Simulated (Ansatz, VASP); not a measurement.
Mo: VASP beside Ansatz

The input INCAR:

```
PREC     = Accurate       # precision mode
ENCUT    = 520            # plane-wave cutoff, eV
EDIFF    = 1E-6           # SCF threshold, eV
ISMEAR   = 0              # smearing method
SIGMA    = 0.15           # smearing width, eV
LREAL    = F              # projectors in reciprocal space
LASPH    = T              # aspherical terms in the spheres
NELM     = 60             # most SCF steps
ALGO     = Fast           # electronic algorithm
ISIF     = 2              # what is computed and relaxed
LWAVE    = F              # write WAVECAR
LCHARG   = T              # write CHGCAR
GGA      = CA             # functional
LELF     = T              # ELF
LVHAR    = T            
NBANDS   = 13             # bands
```

The input KPOINTS:

```
regular mesh
0
Gamma
  24 24 20
```

POSCAR

```
Mo
1.0
    2.5742138411      0.0000000000      0.0000000000
   -1.2871069206      2.2293345812      0.0000000000
    0.0000000000      0.0000000000      2.8854205188
Mo
1
Direct
    0.0000000000      0.0000000000      0.5000000000
```

Input for Ansatz:

```yaml
crystal:
  lattice:
    - [2.5742138411, 0.0, 0.0]
    - [-1.2871069206, 2.2293345812, 0.0]
    - [0.0, 0.0, 2.8854205188]
  atoms:
    - { symbol: Mo, position: [0.0, 0.0, 0.5] }
basis:
  ecutwfc: 420
kpoints:
  mp_grid: { grid: [24, 24, 20] }
hamiltonian:
  xc: lda
scf:
  occupations: { method: gaussian, width: 0.15 }
output:
  forces: true
  stress: true
  eigenvalues: true
  write_density: true
  write_potential: true
  elf: true
  volumetric_format: npy
```

Alike in both runs: task single point; functional LDA; k mesh 24 × 24 × 20; occupations gaussian, width 0.15 eV; no spin polarisation.

|  | VASP | Ansatz |
| --- | --- | --- |
| version | VASP 6.6.1 | Ansatz 0.2.0 |
| potentials or method | VASP PAW LDA potentials, release 64 (Mo_sv), cutoff 520 eV | scalar-relativistic, plane waves, PAW |
| valence electrons in the cell | 14 | 14 |

|  | VASP | Ansatz | Ansatz less VASP |
| --- | --- | --- | --- |
| gap on the k mesh at the Fermi level (eV) | none | none | - |
| pressure (GPa) | 3.1 | 2.2 | -0.98 |
| traceless stress, the component that is largest in VASP (GPa) | -23.88 | -23.42 | +0.458 |

LDA's correlation is that of Perdew and Zunger in VASP and of Perdew and Wang (1992) in Ansatz. A gap of «none» marks a metal or a gap that the smearing closes.
